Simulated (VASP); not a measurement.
A run of VASP 6.6.1 is set up as follows.

File INCAR:

```
SYSTEM = Mg
  PREC = Accurate
  ENCUT = 520
  EDIFF = 1E-7
  ISMEAR = 1
  SIGMA = 0.05
  LREAL = .FALSE.
  LASPH = .TRUE.
  NELM = 100
  ALGO = Fast
  ISIF = 2
  LWAVE = .FALSE.
  LCHARG = .FALSE.
  NBANDS = 7
```

KPOINTS

```
regular mesh
0
G
  8 8 8
  0 0 0
```

Contents of POSCAR:

```
Mg
1.0
   -1.7401810000      1.8342120000      1.7520540000
    1.7563620000     -1.8321280000      1.7661500000
    1.7191250000      1.8110710000     -1.7499700000
Mg
1
Direct
    0.0000000000      0.0000000000      0.0000000000
```

Potentials or basis: VASP PAW LDA potentials, release 64 (Mg).

Command:

```console
$ cat potpaw_LDA.64/Mg/POTCAR > POTCAR
$ mpirun -np 1 vasp_std > vasp.out
```

What does it give for the pressure?

-1.6 GPa.

Estimate the band gap on the k mesh.

zero (bands 1 and 2 overlap by 4.35 eV).

Stress tensor (GPa, compression positive):
```
-2.51  0.48 -0.04
 0.48 -1.20  0.08
-0.04  0.08 -1.00
```

Caveat: the cell differs from its parent crystal (the cell strained at random).
